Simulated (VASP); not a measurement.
Set up this calculation in VASP 6.6.1, as the native input.

```
Task                   : single point
Functional             : PBE
Potentials or basis    : VASP PAW PBE potentials, release 64 (Sn_d, Al)
Cutoff                 : 520 eV
k mesh                 : 7 × 7 × 8
Occupations            : gaussian, width 0.028 eV
Spin                   : no spin polarisation
Dipole correction      : no
Further INCAR settings : ALGO = Normal; EDIFF = 1e-06; NBANDS = 16
```

The structure of AlSn lies in POSCAR:

```
AlSn
1.0
    4.1981056157      0.0000000000      0.0000000000
   -2.0990528078      3.6356661109      0.0000000000
    0.0000000000      0.0000000000      3.3068470000
Sn Al
1 1
Direct
    0.3333333333      0.6666666667      0.5000000000
    0.0000000000      0.0000000000      0.0000000000
```

The input as run:

INCAR

```
SYSTEM = AlSn
PREC = Accurate
ENCUT = 520
EDIFF = 1E-6
ISMEAR = 0
SIGMA = 0.028000000000000004
LREAL = .FALSE.
LASPH = .TRUE.
NELM = 100
ALGO = Normal
ISIF = 2
LWAVE = .FALSE.
LCHARG = .FALSE.
GGA = PE
NBANDS = 16
```

KPOINTS

```
Automatic mesh
0
G
  7 7 8
  0 0 0
```

Potentials or basis: VASP PAW PBE potentials, release 64 (Sn_d, Al).

Command:

```sh
$ cat potpaw_PBE.64/Sn_d/POTCAR potpaw_PBE.64/Al/POTCAR > POTCAR
$ mpirun -np 1 vasp_std > vasp.out
```

Results of the run:

| Property | Result |
| --- | --- |
| Pressure | 0.2 GPa |
| Band gap on the k mesh | zero (an odd number of electrons rules out a gap without spin polarisation) |

Caveat: spin-orbit coupling is left out, which moves the levels of the heavy elements.

Wall time 52 s on 1 thread of Intel Xeon 8259CL, with other jobs on the host, peak memory 0.19 GiB.
